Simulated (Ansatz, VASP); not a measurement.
One calculation of ZnS, two programs

INCAR

```
PREC = Accurate
ENCUT = 500
EDIFF = 1E-6
ISMEAR = 0
SIGMA = 0.1
LREAL = False
LASPH = True
NELM = 120
ALGO = Normal
ISIF = 2
LWAVE = False
LCHARG = False
NBANDS = 16
GGA_COMPAT = False
```

KPOINTS

```
regular mesh
0
Gamma
  6 6 6
```

The input POSCAR:

```
ZnS
1.0
    0.0000000000      2.7020000000      2.7020000000
    2.7020000000      0.0000000000      2.7020000000
    2.7020000000      2.7020000000      0.0000000000
Zn S
1 1
Direct
    0.2500000000      0.2500000000      0.2500000000
    0.0000000000      0.0000000000      0.0000000000
```

Input for Ansatz:

```yaml
crystal:
  lattice:
    - [0.0, 2.702, 2.702]
    - [2.702, 0.0, 2.702]
    - [2.702, 2.702, 0.0]
  atoms:
    - { symbol: Zn, position: [0.25, 0.25, 0.25] }
    - { symbol: S, position: [0.0, 0.0, 0.0] }
basis:
  ecutwfc: 420
kpoints:
  mp_grid: { grid: [6, 6, 6] }
hamiltonian:
  xc: lda
scf:
  occupations: { method: gaussian, width: 0.1 }
output:
  forces: true
  stress: true
  eigenvalues: true
```

Alike in both runs: task single point; functional LDA; k mesh 6 × 6 × 6; occupations gaussian, width 0.1 eV; no spin polarisation.

|  | VASP | Ansatz |
| --- | --- | --- |
| version | VASP 6.6.1 | Ansatz 0.2.0 |
| potentials or method | VASP PAW LDA potentials, release 64 (Zn, S), cutoff 500 eV | scalar-relativistic, plane waves, PAW |
| valence electrons in the cell | 18 | 18 |

VASP gave:

| Item | Value |
| --- | --- |
| gap on the k mesh at the Fermi level (eV) | 1.89 |
| least direct gap on the mesh (eV) | 1.89 |
| pressure (GPa) | -4.3 |

Q: What did Ansatz give for the same quantities?

A: gap on the k mesh at the Fermi level (eV): 1.86; least direct gap on the mesh (eV): 1.86; pressure (GPa): -4.5.

LDA's correlation is that of Perdew and Zunger in VASP and of Perdew and Wang (1992) in Ansatz.
